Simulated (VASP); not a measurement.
Here is a VASP 6.6.1 calculation.

File INCAR:

```
PREC = Accurate
ENCUT = 520
EDIFF = 1E-6
ISMEAR = 0
SIGMA = 0.1
LREAL = F
LASPH = T
NELM = 60
ALGO = Normal
ISIF = 2
LWAVE = F
LCHARG = T
GGA = PE
LELF = T
LVHAR = T
NBANDS = 32
```

File KPOINTS:

```
Automatic mesh
0
Gamma
  12 12 12
```

Contents of POSCAR:

```
Ge3N
1.0
    0.0000000000      3.1433357476      3.1433357476
    3.1433357476      0.0000000000      3.1433357476
    3.1433357476      3.1433357476      0.0000000000
Ge N
3 1
Direct
    0.0000000000      0.0000000000      0.0000000000
    0.2500000000      0.2500000000      0.2500000000
    0.7500000000      0.7500000000      0.7500000000
    0.5000000000      0.5000000000      0.5000000000
```

Potentials or basis: VASP PAW PBE potentials, release 64 (Ge_d, N).

Run with:

```sh
$ cat potpaw_PBE.64/Ge_d/POTCAR potpaw_PBE.64/N/POTCAR > POTCAR
$ mpirun -np 1 vasp_std > vasp.out
```

(1) What does it give for the pressure?

(2) Predict the band gap on the k mesh.

## Answers

(1) 0.1 GPa.

(2) zero (an odd number of electrons rules out a gap without spin polarisation).
